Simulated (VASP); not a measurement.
A run of VASP 6.6.1:

INCAR

```
SYSTEM = ScTa3F
PREC     = Accurate       ! precision mode
ENCUT    = 520            ! plane-wave cutoff, eV
EDIFF    = 1E-6           ! SCF threshold, eV
ISMEAR   = 0              ! smearing method
SIGMA    = 0.1            ! smearing width, eV
LREAL    = .False.        ! projectors in reciprocal space
LASPH    = .True.         ! aspherical terms in the spheres
NELM     = 60             ! most SCF steps
ALGO     = Normal         ! electronic algorithm
ISIF     = 2              ! what is computed and relaxed
LWAVE    = .False.        ! write WAVECAR
LCHARG   = .False.        ! write CHGCAR
GGA      = PE             ! functional
NBANDS   = 34             ! bands
```

Contents of KPOINTS:

```
regular mesh
0
Gamma
  6 6 4
  0 0 0
```

The input POSCAR:

```
ScTa3F
1.0
    4.0902195000      0.0000000000      0.0000000000
   -2.0451097500      3.5422339900      0.0000000000
    0.0000000000      0.0000000000      5.0495610200
Sc Ta F
1 3 1
Direct
    0.3333333300      0.6666666700      0.5000000000
    0.0000000000      0.0000000000      0.7552470000
    0.0000000000      0.0000000000      0.2447530000
    0.6666666700      0.3333333300      0.5000000000
    0.6666666700      0.3333333300      0.0000000000
```

Potentials or basis: VASP PAW PBE potentials, release 64 (Sc_sv, Ta_pv, F).

Command:

```bash
$ cat potpaw_PBE.64/Sc_sv/POTCAR potpaw_PBE.64/Ta_pv/POTCAR potpaw_PBE.64/F/POTCAR > POTCAR
$ mpirun -np 1 vasp_std > vasp.out
```

Hardware: 1 thread of Oxide Virtual Turin-like Processor, with other jobs on the host.

Task: Estimate the wall time of this run.

Result: It took 85 s on 1 thread of Oxide Virtual Turin-like Processor (shared host), peak memory 0.17 GiB. Counts: scf iterations 15, k points 21.
